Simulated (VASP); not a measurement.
# Ta3PbO (Pm-3m) in VASP: notebook, part 2 of 2

VASP 6.6.1. Earlier steps stand in the parts before.

## 3. Single point, PBE

This run uses another cell than the first one, of 19.21 Å³/atom, 1.169 times its volume.

Input file INCAR:

```
SYSTEM = Ta3PbO
PREC = Accurate ; ENCUT = 520
EDIFF = 1E-7 ; ISMEAR = 0
SIGMA = 0.1 ; LREAL = .FALSE.
LASPH = .TRUE. ; NELM = 80
ALGO = Normal ; ISIF = 2
LWAVE = .FALSE. ; LCHARG = .FALSE.
GGA = PE ; NBANDS = 34
```

Input file KPOINTS:

```
Automatic mesh
0
G
  4 4 4
  0 0 0
```

Input file POSCAR:

```
Ta3PbO
1.0
    4.5799453600      0.0000000000      0.0000000000
    0.0000000000      4.5799453600      0.0000000000
    0.0000000000      0.0000000000      4.5799453600
Ta Pb O
3 1 1
Direct
    0.5000000000      0.0000000000      0.0000000000
    0.0000000000      0.5000000000      0.0000000000
    0.0000000000      0.0000000000      0.5000000000
    0.5000000000      0.5000000000      0.5000000000
    0.0000000000      0.0000000000      0.0000000000
```

Potentials or basis: VASP PAW PBE potentials, release 64 (Ta_pv, Pb_d, O).

Command:

```
$ cat potpaw_PBE.64/Ta_pv/POTCAR potpaw_PBE.64/Pb_d/POTCAR potpaw_PBE.64/O/POTCAR > POTCAR
$ mpirun -np 1 vasp_std > vasp.out
```

OUTCAR:

```text
SYSTEM = Ta3PbO
   PREC = Accurate
   ENCUT = 520
   EDIFF = 1E-7
   ISMEAR = 0
   LREAL = .FALSE.
   LASPH = .TRUE.
   NELM = 80
   ISIF = 2
   GGA = PE

 ion  position               nearest neighbor table
   1  0.500  0.000  0.000-   5 2.29   5 2.29   4 3.24   2 3.24   3 3.24   4 3.24   2 3.24   4 3.24
                             4 3.24   2 3.24   3 3.24   3 3.24   3 3.24   2 3.24
   2  0.000  0.500  0.000-   5 2.29   5 2.29   4 3.24   1 3.24   3 3.24   4 3.24   1 3.24   3 3.24
                             3 3.24   3 3.24   1 3.24   4 3.24   4 3.24   1 3.24
   3  0.000  0.000  0.500-   5 2.29   5 2.29   4 3.24   1 3.24   1 3.24   2 3.24   2 3.24   2 3.24
                             4 3.24   2 3.24   1 3.24   4 3.24   1 3.24   4 3.24
   4  0.500  0.500  0.500-   1 3.24   2 3.24   3 3.24   1 3.24   2 3.24   1 3.24   3 3.24   1 3.24
                             2 3.24   3 3.24   2 3.24   3 3.24
   5  0.000  0.000  0.000-   1 2.29   2 2.29   3 2.29   3 2.29   2 2.29   1 2.29

  LATTYP: Found a simple cubic cell.
 ALAT       =     4.5799453600

  Lattice vectors:

 A1 = (   4.5799453600,   0.0000000000,   0.0000000000)
 A2 = (   0.0000000000,   4.5799453600,   0.0000000000)
 A3 = (   0.0000000000,   0.0000000000,   4.5799453600)

Analysis of symmetry for initial positions (statically):
=====================================================================
 Subroutine PRICEL returns:
 Original cell was already a primitive cell.

 Routine SETGRP: Setting up the symmetry group for a
 simple cubic supercell.

 Subroutine GETGRP returns: Found 48 space group operations
 (whereof 48 operations were pure point group operations)
 out of a pool of 48 trial point group operations.

The static configuration has the point symmetry O_h .

Analysis of symmetry for dynamics (positions and initial velocities):
=====================================================================
 Subroutine PRICEL returns:
 Original cell was already a primitive cell.

[... 119 lines left out ...]
  volume/ion in A,a.u.               =      19.21       129.66
  Fermi-wavevector in a.u.,A,eV,Ry     =   1.342682  2.537301 24.528513  1.802795
  Thomas-Fermi vector in A             =   2.470816
   LORBIT       =      0    0 simple, 1 ext, 2 COOP (PROOUT), +10 PAW based schemes
   GGA     = PE    functional components
   LHFCALC =     F    Hartree Fock is set to
   AEXX    =    0.0000 exact exchange contribution
   IVDW    =     0    specifies the selected vdW correction
   LEPSILON=     F    determine dielectric tensor
   LRPA    =     F    only Hartree local field effects (RPA)
 non-spin polarized calculation
 Gauss-broadening in eV      SIGMA  =   0.10
  energy-cutoff  :      520.00
  volume of cell :       96.07
 maximum number of plane-waves:      2624
 NGX is ok and might be reduce to    36
   NGX = 17   NGY = 17   NGZ = 17

 number of electron      53.0000017 magnetization

 Free energy of the ion-electron system (eV)
  ---------------------------------------------------
  ext. energy  EPLUGINS =         0.00000000
  ---------------------------------------------------
  free energy    TOTEN  =       -44.17169260 eV

  energy without entropy =      -44.15809011  energy(sigma->0) =      -44.16489136

 E-fermi :   6.2248     XC(G=0): -11.6317

 val. band max:        6.1204244503   @ k =   0.2500   0.2500   0.0000
 cond. band min:       6.3200833566   @ k =   0.2500   0.2500   0.2500
 fundamental gap:      0.1996589063
 Fermi energy:         6.2248263038

 k-point     1 :       0.0000    0.0000    0.0000
  band No.  band energies     occupation
      1     -28.9658      2.00000
      2     -28.9658      2.00000
      3     -28.9658      2.00000
      4     -28.6930      2.00000
      5     -28.6930      2.00000
      6     -28.6930      2.00000
[... 359 lines left out ...]
     33       9.8038      0.00000
     34       9.8183      0.00000

------------------------ aborting loop because EDIFF is reached ----------------------------------------

  FORCE on cell =-STRESS in cart. coord.  units (eV):
  Direction    XX          YY          ZZ          XY          YZ          ZX
  --------------------------------------------------------------------------------------
  -------------------------------------------------------------------------------------
  Total      -11.9150538    -11.9150538    -11.9150538      0.0000000     -0.0000000      0.0000000
  in kB     -198.7127351   -198.7127351   -198.7127351      0.0000000     -0.0000000      0.0000000
  external PRESSURE =    -198.7127351 kB  Pullay stress =       0.0000000 kB

 VOLUME and BASIS-vectors are now :
 -----------------------------------------------------------------------------
  energy-cutoff  :      520.00
  volume of cell :       96.07
      direct lattice vectors                 reciprocal lattice vectors
     4.579945360  0.000000000  0.000000000     0.218343216  0.000000000  0.000000000
     0.000000000  4.579945360  0.000000000     0.000000000  0.218343216  0.000000000
     0.000000000  0.000000000  4.579945360     0.000000000  0.000000000  0.218343216

 POSITION                                       TOTAL-FORCE (eV/Angst)
 -----------------------------------------------------------------------------------
      2.28997      0.00000      0.00000         0.000000      0.000000      0.000000
      0.00000      2.28997      0.00000         0.000000      0.000000      0.000000
      0.00000      0.00000      2.28997         0.000000      0.000000      0.000000
      2.28997      2.28997      2.28997         0.000000      0.000000      0.000000
      0.00000      0.00000      0.00000         0.000000      0.000000      0.000000
 -----------------------------------------------------------------------------------
    total drift:                                0.000000      0.000000      0.000000

  FREE ENERGIE OF THE ION-ELECTRON SYSTEM (eV)
  ---------------------------------------------------
  free  energy   TOTEN  =       -44.1716925987 eV

  energy  without entropy=      -44.1580901148  energy(sigma->0) =      -44.16489136
```

OSZICAR:

```text
N       E                     dE             d eps       ncg     rms          rms(c)
DAV:   1     0.558070726258E+03    0.55807E+03   -0.27830E+04   680   0.168E+03
DAV:   2    -0.457667366841E+01   -0.56265E+03   -0.54693E+03   742   0.482E+02
DAV:   3    -0.456161754651E+02   -0.41040E+02   -0.39641E+02   868   0.129E+02
DAV:   4    -0.474334351462E+02   -0.18173E+01   -0.17932E+01   880   0.255E+01
DAV:   5    -0.475042273445E+02   -0.70792E-01   -0.70602E-01   904   0.503E+00    0.191E+01
DAV:   6    -0.444546742236E+02    0.30496E+01   -0.15641E+01   784   0.190E+01    0.831E+00
DAV:   7    -0.442068930964E+02    0.24778E+00   -0.17413E+00   844   0.768E+00    0.422E+00
DAV:   8    -0.441786272152E+02    0.28266E-01   -0.35510E-01   832   0.348E+00    0.785E-01
DAV:   9    -0.441736283749E+02    0.49988E-02   -0.81664E-02   856   0.140E+00    0.510E-01
DAV:  10    -0.441715828843E+02    0.20455E-02   -0.13552E-02   808   0.558E-01    0.108E-01
DAV:  11    -0.441716902553E+02   -0.10737E-03   -0.18345E-03   872   0.237E-01    0.396E-02
DAV:  12    -0.441716950600E+02   -0.48046E-05   -0.10458E-04   888   0.486E-02    0.153E-02
DAV:  13    -0.441716929319E+02    0.21281E-05   -0.91538E-06   912   0.233E-02    0.241E-03
DAV:  14    -0.441716927394E+02    0.19255E-06   -0.97692E-07   796   0.586E-03    0.131E-03
DAV:  15    -0.441716926003E+02    0.13904E-06   -0.91901E-08   536   0.187E-03    0.506E-04
DAV:  16    -0.441716925987E+02    0.16089E-08   -0.34835E-08   432   0.131E-03
   1 F= -.44171693E+02 E0= -.44164891E+02  d E =-.136025E-01
```

It took 19 s on 1 thread of Intel Xeon 6975P-C (Granite Rapids), shared host; peak memory 0.21 GiB.

Results:

```
Free energy : -44.1717 eV
Pressure    : -19.9 GPa
```

Levels at points of the mesh, in eV from the Fermi level:
| k point | band 24 | band 25 | band 26 | band 27 | band 28 | band 29 | band 30 | band 31 |
| --- | --- | --- | --- | --- | --- | --- | --- | --- |
| (0.00, 0.00, 0.00) | -2.31 | -0.15 | -0.15 | -0.15 | -0.11 | 1.29 | 1.29 | 1.29 |
| (0.50, 0.00, 0.00) | -0.85 | -0.21 | 0.55 | 0.86 | 0.97 | 0.97 | 1.00 | 1.01 |
| (0.50, 0.50, 0.00) | -0.53 | -0.53 | -0.48 | -0.48 | 0.67 | 0.96 | 1.61 | 1.77 |
| (0.50, 0.50, 0.50) | -1.47 | -1.47 | -0.24 | -0.24 | -0.24 | 1.66 | 1.95 | 1.95 |

Caveat: spin-orbit coupling is left out, which moves the levels of the heavy elements; an odd number of electrons without spin polarisation forces a metal; a magnetic or distorted state may lie lower.

## 4. Relaxation of cell and atoms, PBE

This run uses another cell than the first one, of 19.21 Å³/atom, 1.169 times its volume.

Input file INCAR:

```
SYSTEM = Ta3PbO
ALGO = Normal
EDIFF = 1E-7
EDIFFG = -0.04
ENCUT = 600
GGA = PE
IBRION = 2
ISIF = 3
ISMEAR = 0
LASPH = .True.
LCHARG = .False.
LREAL = .False.
LWAVE = .False.
NELM = 60
NSW = 90
PREC = Accurate
SIGMA = 0.1
```

Input file KPOINTS:

```
k-points
0
Gamma
  4 4 4
  0 0 0
```

POSCAR is that of step 3.

Potentials or basis: VASP PAW PBE potentials, release 64 (Ta_pv, Pb_d, O).

Command:

```
$ cat potpaw_PBE.64/Ta_pv/POTCAR potpaw_PBE.64/Pb_d/POTCAR potpaw_PBE.64/O/POTCAR > POTCAR
$ mpirun -np 1 vasp_std > vasp.out
```

OUTCAR:

```text
SYSTEM = Ta3PbO
   EDIFF = 1E-7
   EDIFFG = -0.04
   ENCUT = 600
   GGA = PE
   IBRION = 2
   ISIF = 3
   ISMEAR = 0
   LASPH = .True.
   LREAL = .False.
   NELM = 60
   NSW = 90
   PREC = Accurate

 ion  position               nearest neighbor table
   1  0.500  0.000  0.000-   5 2.29   5 2.29   4 3.24   2 3.24   3 3.24   4 3.24   2 3.24   4 3.24
                             4 3.24   2 3.24   3 3.24   3 3.24   3 3.24   2 3.24
   2  0.000  0.500  0.000-   5 2.29   5 2.29   4 3.24   1 3.24   3 3.24   4 3.24   1 3.24   3 3.24
                             3 3.24   3 3.24   1 3.24   4 3.24   4 3.24   1 3.24
   3  0.000  0.000  0.500-   5 2.29   5 2.29   4 3.24   1 3.24   1 3.24   2 3.24   2 3.24   2 3.24
                             4 3.24   2 3.24   1 3.24   4 3.24   1 3.24   4 3.24
   4  0.500  0.500  0.500-   1 3.24   2 3.24   3 3.24   1 3.24   2 3.24   1 3.24   3 3.24   1 3.24
                             2 3.24   3 3.24   2 3.24   3 3.24
   5  0.000  0.000  0.000-   1 2.29   2 2.29   3 2.29   3 2.29   2 2.29   1 2.29

  LATTYP: Found a simple cubic cell.
 ALAT       =     4.5799453600

  Lattice vectors:

 A1 = (   4.5799453600,   0.0000000000,   0.0000000000)
[... 219 lines left out ...]
  band No.  band energies     occupation
      1     -24.8718      2.00000
      2     -24.8718      2.00000
      3     -24.8718      2.00000
      4     -23.9263      2.00000
      5     -23.9263      2.00000
      6     -23.9263      2.00000
[... 406 lines left out ...]
--------------------------------------- Ionic step        4  -------------------------------------------

 number of electron      53.0000002 magnetization

 Free energy of the ion-electron system (eV)
  ---------------------------------------------------
  ext. energy  EPLUGINS =         0.00000000
  ---------------------------------------------------
  free energy    TOTEN  =       -45.18607194 eV

  energy without entropy =      -45.17871603  energy(sigma->0) =      -45.18239398

 E-fermi :   7.7470     XC(G=0): -12.4248

 val. band max:        7.5845850896   @ k =   0.0000   0.0000   0.0000
 cond. band min:       7.8513519389   @ k =   0.2500   0.2500   0.2500
 fundamental gap:      0.2667668493
 Fermi energy:         7.7470216480

 k-point     1 :       0.0000    0.0000    0.0000
  band No.  band energies     occupation
      1     -27.2916      2.00000
      2     -27.2916      2.00000
      3     -27.2916      2.00000
      4     -26.8285      2.00000
      5     -26.8285      2.00000
      6     -26.8285      2.00000
[... 361 lines left out ...]
  FREE ENERGIE OF THE ION-ELECTRON SYSTEM (eV)
  ---------------------------------------------------
  free  energy   TOTEN  =       -45.1860719358 eV

  energy  without entropy=      -45.1787160307  energy(sigma->0) =      -45.18239398

 reached required accuracy - stopping structural energy minimisation
```

CONTCAR:

```text
Ta3PbO
   1.00000000000000
     4.3511983819882127   -0.0000000000000000   -0.0000000000000000
    -0.0000000000000000    4.3511983819882127   -0.0000000000000000
     0.0000000000000000    0.0000000000000000    4.3511983819882127
  Ta              Pb              O
     3     1     1
Direct
     0.5000000000000000    0.0000000000000000    0.0000000000000000
     0.0000000000000000    0.5000000000000000    0.0000000000000000
     0.0000000000000000    0.0000000000000000    0.5000000000000000
     0.5000000000000000    0.5000000000000000    0.5000000000000000
     0.0000000000000000    0.0000000000000000    0.0000000000000000

  0.00000000E+00  0.00000000E+00  0.00000000E+00
  0.00000000E+00  0.00000000E+00  0.00000000E+00
  0.00000000E+00  0.00000000E+00  0.00000000E+00
  0.00000000E+00  0.00000000E+00  0.00000000E+00
  0.00000000E+00  0.00000000E+00  0.00000000E+00
```

Wall time 88 s (1 thread of Intel Xeon 6975P-C (Granite Rapids), shared host); peak memory 0.26 GiB.

What came out:

```
Free energy                            : -45.1861 eV
Relaxed volume                         : 16.48 Å³/atom
Relaxed cell                           : a = 4.351 Å, b = 4.351 Å, c = 4.351 Å, α = 90.00°, β = 90.00°, γ = 90.00°
Space group after relaxing (to 0.05 Å) : Pm-3m (No. 221)
Energy gained by relaxing              : 202.2 meV/atom
Ionic steps                            : 4
Pressure after relaxing                : -0.4 GPa
```

Step by step:
| step | energy change (eV) | largest force (eV/Å) | pressure (GPa) | volume (Å³) |
| --- | --- | --- | --- | --- |
| 1 | 0.0000 | 0.0000 | -19.88 | 96.07 |
| 2 | 1.5113 | 0.0000 | 62.79 | 66.59 |
| 3 | -1.0080 | 0.0000 | -1.50 | 82.89 |
| 4 | -1.0110 | 0.0000 | -0.39 | 82.38 |

Final structure:
```xyz
5
Lattice="4.3512 0.0000 0.0000 0.0000 4.3512 0.0000 0.0000 0.0000 4.3512" Properties=species:S:1:pos:R:3 pbc="T T T"
Ta    2.1756    0.0000    0.0000
Ta    0.0000    2.1756    0.0000
Ta    0.0000    0.0000    2.1756
Pb    2.1756    2.1756    2.1756
O     0.0000    0.0000    0.0000
```

Levels at points of the mesh, in eV from the Fermi level:
```tsv
k point	band 23	band 24	band 25	band 26	band 27	band 28	band 29	band 30	band 31
(0.00, 0.00, 0.00)	-2.83	-2.83	-0.16	-0.16	-0.16	1.11	1.56	1.56	1.56
(0.50, 0.00, 0.00)	-2.55	-1.03	-0.27	0.64	1.10	1.10	1.21	1.21	1.24
(0.50, 0.50, 0.00)	-0.71	-0.71	-0.58	-0.58	-0.29	0.76	1.12	1.97	2.11
(0.50, 0.50, 0.50)	-1.58	-1.58	-1.58	-0.35	-0.35	-0.35	2.37	2.37	2.49
```

Caveat: spin-orbit coupling is left out, which moves the levels of the heavy elements; an odd number of electrons without spin polarisation forces a metal; a magnetic or distorted state may lie lower.

## 5. Overview

| task | cell | cutoff (eV) | gap on the mesh (eV) | pressure (GPa) |
| --- | --- | --- | --- | --- |
| single point | a = 4.348 Å, 5 atoms | 520 | none | 0.1 |
| single point | a = 4.580 Å, 5 atoms | 520 | none | -19.9 |
| relaxation of cell and atoms | relaxed from a = 4.580 Å, 5 atoms | 600 | none | -0.4 |

Alike in all rows: level PBE; potentials or basis VASP PAW PBE potentials, release 64 (Ta_pv, Pb_d, O); no spin polarisation; k mesh 4 × 4 × 4; smearing gaussian 0.1 eV.

Caveats: some runs use coarse meshes; spin-orbit coupling is left out, which moves the levels of the heavy elements; an odd number of electrons without spin polarisation forces a metal; a magnetic or distorted state may lie lower.

Total energies depend on the potentials used, so only differences within one code and one set of settings carry meaning.
